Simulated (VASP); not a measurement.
The system is La3N2.

```
CELL_PARAMETERS angstrom
4.34405 0.00000 0.00000
0.00000 4.34405 0.00000
0.00000 0.00000 6.25351
ATOMIC_POSITIONS crystal
La 0.50000 0.00000 0.87886
La 0.00000 0.50000 0.87886
La 0.50000 0.50000 0.25069
N 0.50000 0.00000 0.57348
N 0.00000 0.50000 0.57348
```

```yaml
Program: VASP 6.6.1
Task: relaxation of cell and atoms
Functional: PBE
Potentials_or_basis: VASP PAW PBE potentials, release 64 (La, N)
Cutoff: 600 eV
k_mesh: 4 × 4 × 4
Occupations: gaussian, width 0.1 eV
Spin: no spin polarisation
```

At the start: pressure 3.6 GPa; volume 23.60 Å³/atom.

Q: Where does the relaxation end?

A: Over 55 steps the energy falls by 1174.7 meV/atom and the volume is 27.24 Å³/atom (+15.4 %); space group P4/mmm (No. 123, to 0.05 Å).

The path:
```
step  energy change (eV)  largest force (eV/Å)  pressure (GPa)  volume (Å³)
   1              0.0000                5.8993            3.61       118.01
   3             -4.2761                5.7263            7.44       138.09
   5             -5.4598                0.6990           -1.46       153.00
   7             -5.4885                0.5719           -1.48       151.91
   9             -5.5820                0.4350            0.23       139.05
  11             -5.5883                0.4024           -0.18       141.47
  13             -5.5980                0.0886           -0.20       141.61
  15             -5.5987                0.0884            0.10       141.22
  17             -5.5990                0.0459            0.01       141.30
  19             -5.6015                0.0620            0.00       140.90
  21             -5.6172                0.1633            0.09       139.20
  23             -5.6781                0.9545            3.14       131.18
  25             -5.6923                0.8703            2.77       131.71
  27             -5.7552                0.4154            0.97       133.83
  29             -5.7666                0.1639           -0.18       135.31
  31             -5.7674                0.1744           -0.11       135.20
  33             -5.7741                0.1605           -0.01       134.98
  35             -5.7951                0.1725            0.46       134.06
  37             -5.8033                0.2153            2.98       130.07
  39             -5.8192                0.3270            2.09       131.25
  41             -5.8196                0.3195            2.27       130.98
  43             -5.8251                0.2920            2.22       131.11
  45             -5.8317                0.1375            2.20       131.71
  47             -5.8388                0.1751            2.02       131.84
  49             -5.8688                0.1055            0.58       134.68
  51             -5.8714                0.0871            0.02       135.86
  53             -5.8717                0.0813            0.05       135.81
  55             -5.8733                0.0350            0.02       136.18
```

Final structure:
```yaml
crystal:
  lattice:
    - [5.42907, 0.00000, 0.00000]
    - [0.00000, 5.42907, 0.00000]
    - [0.00000, 0.00000, 4.62023]
  atoms:
    - { symbol: La, position: [0.50000, 0.00000, 0.92983] }
    - { symbol: La, position: [0.00000, 0.50000, 0.92983] }
    - { symbol: La, position: [0.50000, 0.50000, 0.43135] }
    - { symbol: N, position: [0.50000, 0.00000, 0.43218] }
    - { symbol: N, position: [0.00000, 0.50000, 0.43218] }
```

Caveat: the k points lie up to 0.34 Å⁻¹ apart in the final cell; the volume moved by over 15 % at a fixed basis, so the end points are rough.
